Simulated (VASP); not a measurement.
Sr, 1 atom in the cell. It takes space group Fm-3m (No. 225, cubic). The conventional cell has a = 6.038 Å, b = 6.038 Å, c = 6.038 Å, α = 90.00°, β = 90.00°, γ = 90.00°. Within 5.6 Å of Sr (site symmetry m-3m) lie 12 Sr at 4.27 Å. 

| Item | Value |
| --- | --- |
| Program | VASP 6.6.1 |
| Task | single point |
| Functional | PBE |
| Potentials or basis | VASP PAW PBE potentials, release 64 (Sr_sv) |
| Cutoff | 520 eV |
| k mesh | 12 × 12 × 12 |
| Occupations | fermi-dirac, width 0.08 eV |
| Spin | no spin polarisation |
| Dipole correction | no |
| Further INCAR settings | ALGO = Normal; EDIFF = 1e-07; NBANDS = 11 |

Potentials or basis: VASP PAW PBE potentials, release 64 (Sr_sv).

The run is started by

```bash
$ cat potpaw_PBE.64/Sr_sv/POTCAR > POTCAR
$ mpirun -np 1 vasp_std > vasp.out
```

Hardware: 1 thread of Intel Xeon 8259CL, on a shared host.

**Question.** How long does it take, and how much memory?

**Answer.** Run time: 48 s on 1 thread of Intel Xeon 8259CL, on a shared host, peak memory 0.2 GiB. Counts: scf iterations 12, k points 72.
